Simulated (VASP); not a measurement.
A run of VASP 6.6.1:

INCAR

```
  PREC = Accurate
  ENCUT = 520
  EDIFF = 1E-8
  ISMEAR = 0
  SIGMA = 0.01
  LREAL = F
  LASPH = T
  NELM = 100
  ALGO = Normal
  ISIF = 2
  LWAVE = F
  LCHARG = F
  GGA = PS
  IBRION = 8
  NSW = 1
```

Contents of KPOINTS:

```
regular mesh
0
Gamma
  4 4 4
```

POSCAR

```
BaZrO3
1.0
    4.1806150134      0.0000000000      0.0000000000
    0.0000000000      4.1806150134      0.0000000000
    0.0000000000      0.0000000000      4.1806150134
Ba Zr O
1 1 3
Direct
    0.0000000000      0.0000000000      0.0000000000
    0.5000000000      0.5000000000      0.5000000000
    0.0000000000      0.5000000000      0.5000000000
    0.5000000000      0.0000000000      0.5000000000
    0.5000000000      0.5000000000      0.0000000000
```

Potentials or basis: VASP PAW PBE potentials, release 64 (Ba_sv, Zr_sv, O).

Command:

```bash
$ cat potpaw_PBE.64/Ba_sv/POTCAR potpaw_PBE.64/Zr_sv/POTCAR potpaw_PBE.64/O/POTCAR > POTCAR
$ mpirun -np 1 vasp_std > vasp.out
```

Hardware: 1 thread of Intel Xeon 8259CL, with other jobs on the host.

Question: Estimate the wall time of this run.

Answer: It took 7 min on 1 thread of Intel Xeon 8259CL, on a shared host, peak memory 0.29 GiB. Counts: scf iterations 86, k points 10.
